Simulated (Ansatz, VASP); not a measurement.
# Two plane-wave programs on Ti

Contents of INCAR:

```
SYSTEM = Ti
ALGO = Fast
EDIFF = 1E-6
ENCUT = 520
GGA = PS
ISIF = 2
ISMEAR = 0
LASPH = .TRUE.
LCHARG = .TRUE.
LELF = .TRUE.
LREAL = .FALSE.
LVHAR = .TRUE.
LWAVE = .FALSE.
NBANDS = 12
NELM = 100
PREC = Accurate
SIGMA = 0.15
```

Contents of KPOINTS:

```
k-points
0
G
  22 22 22
  0 0 0
```

POSCAR

```
Ti
1.0
   -1.4264551203      1.4264551203      1.9234320842
    1.4264551203     -1.4264551203      1.9234320842
    1.4264551203      1.4264551203     -1.9234320842
Ti
1
Direct
    0.0000000000      0.0000000000      0.0000000000
```

Input for Ansatz:

```yaml
crystal:
  lattice:
    - [-1.4264551203, 1.4264551203, 1.9234320842]
    - [1.4264551203, -1.4264551203, 1.9234320842]
    - [1.4264551203, 1.4264551203, -1.9234320842]
  atoms:
    - { symbol: Ti, position: [0.0, 0.0, 0.0] }
basis:
  ecutwfc: 520.0
kpoints:
  mp_grid: { grid: [22, 22, 22] }
hamiltonian:
  xc: pbesol
  pseudopotentials: { kind: paw, azcp: { folder: soft_1 } }
scf:
  occupations: { method: gaussian, width: 0.15 }
output:
  forces: true
  stress: true
  eigenvalues: true
```

Alike in both runs: task single point; functional PBEsol; k mesh 22 × 22 × 22; occupations gaussian, width 0.15 eV; no spin polarisation.

```csv
,VASP,Ansatz
version,VASP 6.6.1,Ansatz 0.2.0
potentials or method,"VASP PAW PBE potentials, release 64 (Ti_sv), cutoff 520 eV","scalar-relativistic, plane waves, PAW"
valence electrons in the cell,12,12
```

Ansatz gave:

| Property | Result |
| --- | --- |
| gap on the k mesh at the Fermi level (eV) | none |
| pressure (GPa) | 8.1 |
| traceless stress, the component that is largest in VASP (GPa) | 1.06 |

**Question.** What did VASP give for the same quantities?

**Answer.** gap on the k mesh at the Fermi level (eV): none; pressure (GPa): 7.7; traceless stress, the component that is largest in VASP (GPa): 1.08.

VASP's potentials were made for PBE, not for PBEsol, and Ansatz warns of the same on its side. A gap of «none» marks a metal or a gap that the smearing closes.
